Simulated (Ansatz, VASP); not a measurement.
## Two plane-wave programs on Si15Rh

```xyz
16
Lattice="0.0000 5.4370 5.4370 5.4370 0.0000 5.4370 5.4370 5.4370 0.0000" Properties=species:S:1:pos:R:3 pbc="T T T"
Rh    0.0000    0.0000    0.0000
Si    2.7185    2.7185   -0.0099
Si    2.7185   -0.0099    2.7185
Si    5.4469    2.7185    2.7185
Si   -0.0099    2.7185    2.7185
Si    2.7185    5.4469    2.7185
Si    2.7185    2.7185    5.4469
Si    5.4370    5.4370    5.4370
Si    1.3399    1.3399    1.3399
Si    4.0971    4.0971    1.3399
Si    4.0971    1.3399    4.0971
Si    6.7956    4.0784    4.0784
Si    1.3399    4.0971    4.0971
Si    4.0784    6.7956    4.0784
Si    4.0784    4.0784    6.7956
Si    6.7956    6.7956    6.7956
```

Alike in both runs: functional PBEsol; k mesh 3 × 3 × 3; occupations gaussian, width 0.05 eV; collinear spin; Hubbard terms Rh d U = 2.0 eV.

Ansatz relaxed the structure, and its values are those at the end. VASP's run is a single point on that final structure, the one shown.

```csv
,VASP,Ansatz
version,VASP 6.6.1,Ansatz 0.2.0
potentials or method,"VASP PAW PBE potentials, release 64 (Rh_pv, Si), cutoff 520 eV","scalar-relativistic, plane waves, PAW"
valence electrons in the cell,75,77
```

```csv
,VASP,Ansatz,Ansatz less VASP
gap on the k mesh at the Fermi level (eV),none,none,-
pressure (GPa),-1.2,-1.2,-0.01
rms of the force components (eV/Å),0.021,0.002,-0.0191
net moment per atom (μB),0.06,0.06,+0.001
size of the moment on the site where the two differ most (μB),0.28,0.22,-0.063
```

VASP's potentials were made for PBE, not for PBEsol. Site moments also hang on the region over which each program counts them. The programs project onto different local orbitals, so the same U acts differently, and such runs can settle in different states. A gap of «none» marks a metal or a gap that the smearing closes. VASP's potentials hold 75 valence electrons a cell and Ansatz's 77, so a difference there can come from the potentials and not from the codes. Ansatz's warnings: filled band counts differ across k points, stress scf threshold loose.
